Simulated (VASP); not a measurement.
A run of VASP 6.6.1:

Contents of INCAR:

```
SYSTEM = CuNiF4
PREC = Accurate ; ENCUT = 520
EDIFF = 1E-6 ; ISMEAR = 0
SIGMA = 0.1 ; LREAL = .FALSE.
LASPH = .TRUE. ; NELM = 150
ALGO = Normal ; ISIF = 2
LWAVE = .FALSE. ; LCHARG = .TRUE.
ISPIN = 2 ; MAGMOM = 0 1.55 0.44 0.44 0.44 0.44
LORBIT = 11 ; LMAXMIX = 4
GGA = PE ; LELF = .TRUE.
LVHAR = .TRUE. ; NBANDS = 38
```

File KPOINTS:

```
regular mesh
0
G
  10 10 10
  0 0 0
```

The input POSCAR:

```
CuNiF4
1.0
    0.0000000000      3.2150659187      3.2150659187
    3.2150659187      0.0000000000      3.2150659187
    3.2150659187      3.2150659187      0.0000000000
Cu Ni F
1 1 4
Direct
    0.0000000000      0.0000000000      0.0000000000
    0.2500000000      0.2500000000      0.2500000000
    0.1258918491      0.6247027170      0.6247027170
    0.6247027170      0.6247027170      0.6247027170
    0.6247027170      0.1258918491      0.6247027170
    0.6247027170      0.6247027170      0.1258918491
```

Potentials or basis: VASP PAW PBE potentials, release 64 (Cu, Ni, F).

Command:

```console
$ cat potpaw_PBE.64/Cu/POTCAR potpaw_PBE.64/Ni/POTCAR potpaw_PBE.64/F/POTCAR > POTCAR
$ mpirun -np 1 vasp_std > vasp.out
```

Hardware: 1 thread of Intel(R) Xeon(R) 6975P-C (Granite Rapids), with other jobs on the host.

How long does it take, and how much memory?

Wall time 5.6 min on 1 thread of Intel(R) Xeon(R) 6975P-C (Granite Rapids) (shared host), peak memory 0.36 GiB. Counts: scf iterations 39, k points 47.
